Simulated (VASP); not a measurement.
The system is Ge.

```
Ge
1.0
    -3.60298    3.60298    2.15459
     3.60298   -3.60298    2.15459
     3.60298    3.60298   -2.15459
Ge
6
Direct
  0.50000 0.50000 0.00000
  0.25000 0.75000 0.50000
  0.82518 0.62500 0.70018
  0.92482 0.12500 0.29982
  0.37500 0.17482 0.29982
  0.87500 0.07518 0.70018
```

The cell was generated, and may not be a known phase.

```yaml
Program: VASP 6.6.1
Task: relaxation of cell and atoms
Functional: PBE
Potentials_or_basis: VASP PAW PBE potentials, release 64 (Ge_d)
Cutoff: 600 eV
k_mesh: 6 × 6 × 6
Occupations: gaussian, width 0.1 eV
Spin: no spin polarisation
```

At the start: pressure 18.0 GPa; volume 18.65 Å³/atom.

Problem. Where does the relaxation end?

Solution. Over 11 steps the energy falls by 221.0 meV/atom and the volume is 21.83 Å³/atom (+17.1 %); space group I4_122 (No. 98, to 0.1 Å) before and after.

Step by step:
| step | energy change (eV) | largest force (eV/Å) | pressure (GPa) | volume (Å³) |
| --- | --- | --- | --- | --- |
| 1 | 0.0000 | 2.0361 | 18.03 | 111.88 |
| 2 | -1.0052 | 0.1924 | -5.17 | 149.39 |
| 3 | -1.2931 | 0.1931 | -0.35 | 134.56 |
| 4 | -1.2929 | 0.2137 | -0.18 | 134.08 |
| 5 | -1.3003 | 0.1781 | -0.05 | 133.39 |
| 6 | -1.3103 | 0.0925 | 0.46 | 131.32 |
| 7 | -1.3172 | 0.0536 | 0.10 | 131.89 |
| 8 | -1.3206 | 0.0172 | -0.33 | 132.51 |
| 9 | -1.3209 | 0.0052 | -0.53 | 132.73 |
| 10 | -1.3249 | 0.0058 | -0.30 | 131.83 |
| 11 | -1.3261 | 0.0095 | -0.09 | 130.98 |

Final structure:
```xyz
6
Lattice="-3.7753 3.7753 2.2975 3.7753 -3.7753 2.2975 3.7753 3.7753 -2.2975" Properties=species:S:1:pos:R:3 pbc="T T T"
Ge    3.7753    3.7753    0.0000
Ge    3.7753    0.0000    1.1487
Ge    1.8876    3.5478    1.7231
Ge   -1.8876    4.0027    1.7231
Ge    0.2274    1.8876    0.5744
Ge   -0.2274    5.6629    0.5744
```

Caveat: the volume moved by over 15 % at a fixed basis, so the end points are rough.
